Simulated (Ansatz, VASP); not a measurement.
## MgI2 in VASP and in Ansatz

File POSCAR:

```
MgI2
1.0
    0.0475098654      3.7557205885      3.7557205885
    3.7557205885      0.0475098654      3.7557205885
    3.8032304539      3.8032304539      0.0000000000
Mg I
1 2
Direct
    0.0000000000      0.0000000000      0.0000000000
    0.2510504937      0.2510504937      0.2489495063
    0.7489495063      0.7489495063      0.7510504937
```

INCAR.step1

```
SYSTEM = MgI2
  PREC = Accurate
  ENCUT = 520
  EDIFF = 1E-5
  ISMEAR = 0
  SIGMA = 0.01
  LREAL = .FALSE.
  LASPH = .TRUE.
  NELM = 60
  ALGO = Normal
  ISIF = 2
  LWAVE = .TRUE.
  NBANDS = 15
  GGA = PE
```

INCAR.step2

```
SYSTEM = MgI2
  PREC = Accurate
  ENCUT = 520
  EDIFF = 1E-6
  ISMEAR = 0
  SIGMA = 0.01
  LREAL = .FALSE.
  LASPH = .TRUE.
  NELM = 60
  ALGO = Normal
  ISIF = 2
  LWAVE = .FALSE.
  LCHARG = .TRUE.
  GGA = PE
  LHFCALC = .TRUE.
  HFSCREEN = 0.2079
  PRECFOCK = Normal
  LELF = .TRUE.
  LVHAR = .TRUE.
  NBANDS = 15
  ISTART = 1
```

Contents of KPOINTS:

```
regular mesh
0
G
  4 4 4
  0 0 0
```

Input for Ansatz:

```yaml
crystal:
  lattice:
    - [0.0475098654, 3.7557205885, 3.7557205885]
    - [3.7557205885, 0.0475098654, 3.7557205885]
    - [3.8032304539, 3.8032304539, 0.0]
  atoms:
    - { symbol: Mg, position: [0.0, 0.0, 0.0] }
    - { symbol: I, position: [0.2510504937, 0.2510504937, 0.2489495063] }
    - { symbol: I, position: [0.7489495063, 0.7489495063, 0.7510504937] }
kpoints:
  mp_grid: { grid: [4, 4, 4] }
  band_path:
    path:
      - [0.0, 0.0, 0.0]
      - [0.5, 0.0, 0.5]
      - [0.625, 0.25, 0.625]
      - [0.375, 0.375, 0.75]
      - [0.5, 0.5, 0.5]
      - [0.5, 0.25, 0.75]
    npoints: 1
hamiltonian:
  xc: hse06
scf:
  occupations: { method: fixed }
  n_extra_bands: 4
output:
  forces: true
  stress: true
  eigenvalues: true
```

Change from the starting cell: shear_xy strain +2.5%.

Alike in both runs: task single point; functional HSE06; k mesh 4 × 4 × 4; no spin polarisation.

|  | VASP | Ansatz |
| --- | --- | --- |
| version | VASP 6.6.1 | Ansatz 0.2.0 |
| potentials or method | VASP PAW PBE potentials, release 64 (Mg, I) | plane waves, PAW |
| plane-wave cutoff (eV) | 520 | 420 |
| occupations | gaussian, width 0.01 eV | fixed |
| valence electrons in the cell | 16 | 44 |

Ansatz gave:

| Property | Result |
| --- | --- |
| gap on the k mesh at the Fermi level (eV) | 1.44 |
| pressure (GPa) | -0.4 |
| traceless stress, the component that is largest in VASP (GPa) | 0.48 |
| rms of the force components (eV/Å) | 0.005 |

Which values does VASP return?

gap on the k mesh at the Fermi level (eV): 1.38; pressure (GPa): -0.6; traceless stress, the component that is largest in VASP (GPa): 0.49; rms of the force components (eV/Å): 0.006.

Atom by atom the forces differ by 0.001 eV/Å (rms over components). VASP's potentials hold 16 valence electrons a cell and Ansatz's 44, so a difference there can come from the potentials and not from the codes. Ansatz's warnings: stress exchange threshold loose, stress scf threshold loose.

Neither program's run includes spin-orbit coupling.
